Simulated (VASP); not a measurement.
# GaN (P6_3mc) in VASP: further runs, part 2 of 2

VASP 6.6.1.

## Step 5: Single point, LDA

This run uses another cell than the first one, of 11.13 Å³/atom.

File INCAR:

```
  ALGO = Normal
  EDIFF = 1E-6
  ENCUT = 520
  GGA = CA
  ISIF = 2
  ISMEAR = 0
  LASPH = T
  LCHARG = F
  LREAL = F
  LWAVE = F
  NBANDS = 26
  NELM = 60
  PREC = Accurate
  SIGMA = 0.01
```

File KPOINTS:

```
k-points
0
Gamma
  8 8 5
```

File POSCAR:

```
GaN
1.0
    3.1675060328      0.0000000000      0.0000000000
   -1.5837530164      2.7431406910      0.0000000000
    0.0000000000      0.0000000000      5.1256535144
Ga N
2 2
Direct
    0.3333333333      0.6666666667     -0.0003428311
    0.6666666667      0.3333333333      0.4996571689
    0.3333333333      0.6666666667      0.3773428311
    0.6666666667      0.3333333333      0.8773428311
```

Potentials or basis: VASP PAW LDA potentials, release 64 (Ga_d, N).

On the command line:

```console
$ cat potpaw_LDA.64/Ga_d/POTCAR potpaw_LDA.64/N/POTCAR > POTCAR
$ mpirun -np 1 vasp_std > vasp.out
```

OUTCAR:

```text
EDIFF = 1E-6
   ENCUT = 520
   GGA = CA
   ISIF = 2
   ISMEAR = 0
   LASPH = T
   LREAL = F
   NELM = 60
   PREC = Accurate

 ion  position               nearest neighbor table
   1  0.333  0.667  1.000-   4 1.93   4 1.93   4 1.93   3 1.94
   2  0.667  0.333  0.500-   3 1.93   3 1.93   3 1.93   4 1.94
   3  0.333  0.667  0.377-   2 1.93   2 1.93   2 1.93   1 1.94
   4  0.667  0.333  0.877-   1 1.93   1 1.93   1 1.93   2 1.94

  LATTYP: Found a hexagonal cell.
 ALAT       =     3.1675060328
 C/A-ratio  =     1.6181985011

  Lattice vectors:

 A1 = (   3.1675060328,   0.0000000000,   0.0000000000)
 A2 = (  -1.5837530164,   2.7431406910,   0.0000000000)
 A3 = (   0.0000000000,   0.0000000000,   5.1256535144)

Analysis of symmetry for initial positions (statically):
=====================================================================
 Subroutine PRICEL returns:
 Original cell was already a primitive cell.

 Routine SETGRP: Setting up the symmetry group for a
 hexagonal supercell.

[... 166 lines left out ...]
  ---------------------------------------------------
  ext. energy  EPLUGINS =         0.00000000
  ---------------------------------------------------
  free energy    TOTEN  =       -27.90878385 eV

  energy without entropy =      -27.90878385  energy(sigma->0) =      -27.90878385

 E-fermi :   5.4608     XC(G=0): -12.2579

 val. band max:        5.3414799416   @ k =   0.0000   0.0000   0.0000
 cond. band min:       7.4631040262   @ k =   0.0000   0.0000   0.0000
 fundamental gap:      2.1216240846
 Fermi energy:         5.4608488657

 k-point     1 :       0.0000    0.0000    0.0000
  band No.  band energies     occupation
      1     -10.7197      2.00000
      2      -9.7620      2.00000
      3      -8.2194      2.00000
      4      -8.2048      2.00000
      5      -8.2048      2.00000
      6      -8.1383      2.00000
[... 685 lines left out ...]
     25      16.9959      0.00000
     26      17.9429      0.00000

 [... further k-points ...]
[... 5 lines left out ...]
  --------------------------------------------------------------------------------------
  -------------------------------------------------------------------------------------
  Total       -0.3269902     -0.3269902      0.2975595      0.0000000     -0.0000000      0.0000000
  in kB      -11.7633383    -11.7633383     10.7045809      0.0000000     -0.0000000      0.0000000
  external PRESSURE =      -4.2740319 kB  Pullay stress =       0.0000000 kB

 VOLUME and BASIS-vectors are now :
 -----------------------------------------------------------------------------
  energy-cutoff  :      520.00
  volume of cell :       44.54
      direct lattice vectors                 reciprocal lattice vectors
     3.167506033  0.000000000  0.000000000     0.315705792  0.182272824  0.000000000
    -1.583753016  2.743140691  0.000000000     0.000000000  0.364545648  0.000000000
     0.000000000  0.000000000  5.125653514     0.000000000  0.000000000  0.195097073

 POSITION                                       TOTAL-FORCE (eV/Angst)
 -----------------------------------------------------------------------------------
     -0.00000      1.82876      5.12390        -0.000000      0.000000     -0.000310
      1.58375      0.91438      2.56107         0.000000     -0.000000     -0.000310
     -0.00000      1.82876      1.93413         0.000000      0.000000      0.000310
      1.58375      0.91438      4.49696        -0.000000     -0.000000      0.000310
 -----------------------------------------------------------------------------------
    total drift:                               -0.000001     -0.000001      0.001260

  FREE ENERGIE OF THE ION-ELECTRON SYSTEM (eV)
  ---------------------------------------------------
  free  energy   TOTEN  =       -27.9087838497 eV

  energy  without entropy=      -27.9087838497  energy(sigma->0) =      -27.90878385
```

OSZICAR:

```text
N       E                     dE             d eps       ncg     rms          rms(c)
DAV:   1     0.283793017446E+03    0.28379E+03   -0.17660E+04  1696   0.260E+03
DAV:   2     0.451139990873E+01   -0.27928E+03   -0.26391E+03  1712   0.499E+02
DAV:   3    -0.308902351233E+02   -0.35402E+02   -0.34923E+02  1830   0.144E+02
DAV:   4    -0.320286322636E+02   -0.11384E+01   -0.11332E+01  1846   0.270E+01
DAV:   5    -0.320508027797E+02   -0.22171E-01   -0.22140E-01  1956   0.370E+00    0.107E+01
DAV:   6    -0.279448114889E+02    0.41060E+01   -0.10183E+01  2586   0.506E+01    0.317E+00
DAV:   7    -0.279692858199E+02   -0.24474E-01   -0.12330E+00  1690   0.830E+00    0.258E+00
DAV:   8    -0.279325817264E+02    0.36704E-01   -0.25611E-01  2560   0.514E+00    0.136E+00
DAV:   9    -0.279082822393E+02    0.24299E-01   -0.64904E-02  2512   0.394E+00    0.395E-01
DAV:  10    -0.279089979113E+02   -0.71567E-03   -0.64560E-03  1626   0.567E-01    0.194E-01
DAV:  11    -0.279087943361E+02    0.20358E-03   -0.11235E-03  2320   0.634E-01    0.792E-02
DAV:  12    -0.279088127597E+02   -0.18424E-04   -0.14078E-04  1644   0.741E-02    0.103E-01
DAV:  13    -0.279087995937E+02    0.13166E-04   -0.66193E-06  1974   0.221E-02    0.838E-02
DAV:  14    -0.279087883976E+02    0.11196E-04   -0.10055E-05  1970   0.299E-02    0.475E-02
DAV:  15    -0.279087863926E+02    0.20050E-05   -0.31110E-06  1196   0.119E-02    0.334E-02
DAV:  16    -0.279087843414E+02    0.20513E-05   -0.30917E-06  1492   0.151E-02    0.163E-02
DAV:  17    -0.279087838497E+02    0.49163E-06   -0.10868E-06   928   0.119E-02
   1 F= -.27908784E+02 E0= -.27908784E+02  d E =-.461930E-66
```

Run time: 55 s. Hardware: 1 thread of Intel Xeon 8259CL, shared host; peak memory 0.16 GiB.

Results:

| Property | Result |
| --- | --- |
| Free energy | -27.9088 eV |
| Pressure | -0.4 GPa |
| Band gap on the k mesh | 2.12 eV |

Stress tensor (GPa, compression positive):
```
-1.18  0.00  0.00
 0.00 -1.18  0.00
 0.00  0.00  1.07
```

## Step 6: The runs side by side

| cell | gap on the mesh (eV) | pressure (GPa) | largest force (eV/Å) |
| --- | --- | --- | --- |
| a = 3.120, b = 3.120, c = 5.164 Å, angles 90.0, 90.0, 120.0°, 4 atoms, atomic positions A | 2.18 | 4.3 | 0.01 |
| a = 3.120, b = 3.120, c = 5.164 Å, angles 90.0, 90.0, 120.0°, 4 atoms, atomic positions B | 2.20 | 4.5 | 0.18 |
| a = 3.152, b = 3.152, c = 5.138 Å, angles 90.0, 90.0, 120.0°, 4 atoms, atomic positions B | 2.15 | 1.1 | - |
| a = 3.168, b = 3.168, c = 5.126 Å, angles 90.0, 90.0, 120.0°, 4 atoms, atomic positions B | 2.12 | -0.4 | - |

Alike in all rows: task single point; level LDA; potentials or basis VASP PAW LDA potentials, release 64 (Ga_d, N); no spin polarisation; k mesh 8 × 8 × 5; cutoff (eV) 520; smearing gaussian 0.01 eV.

Caveats: the cell stands under pressure (at least some runs).

Total energies depend on the potentials used, so only differences within one code and one set of settings carry meaning.
